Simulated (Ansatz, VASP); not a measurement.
## One calculation of InP, two programs

```
In P
1.0
     3.91760    0.00000    0.00000
     0.00000    3.91760    0.00000
     0.00000    0.00000   23.31048
In P
4 4
Direct
  0.50000 0.50000 0.32174
  0.00000 0.00000 0.44058
  0.50000 0.50000 0.55942
  0.00000 0.00000 0.67826
  0.00000 0.00000 0.32174
  0.50000 0.50000 0.44058
  0.00000 0.00000 0.55942
  0.50000 0.50000 0.67826
```

Alike in both runs: task single point; functional PBE; k mesh 9 × 9 × 1; occupations gaussian, width 0.1 eV; no spin polarisation.

|  | VASP | Ansatz |
| --- | --- | --- |
| version | VASP 6.6.1 | Ansatz 0.2.0 |
| potentials or method | VASP PAW PBE potentials, release 64 (In_d, P), cutoff 520 eV | scalar-relativistic, plane waves, PAW |
| valence electrons in the cell | 72 | 72 |

Ansatz gave:

- gap on the k mesh at the Fermi level (eV): none
- rms of the force components (eV/Å): 0.118
- work function, face that differs most (eV): 4.48

**Question.** Estimate VASP's values.

**Answer.** gap on the k mesh at the Fermi level (eV): none; rms of the force components (eV/Å): 0.119; work function, face that differs most (eV): 4.48.

A gap of «none» marks a metal or a gap that the smearing closes.
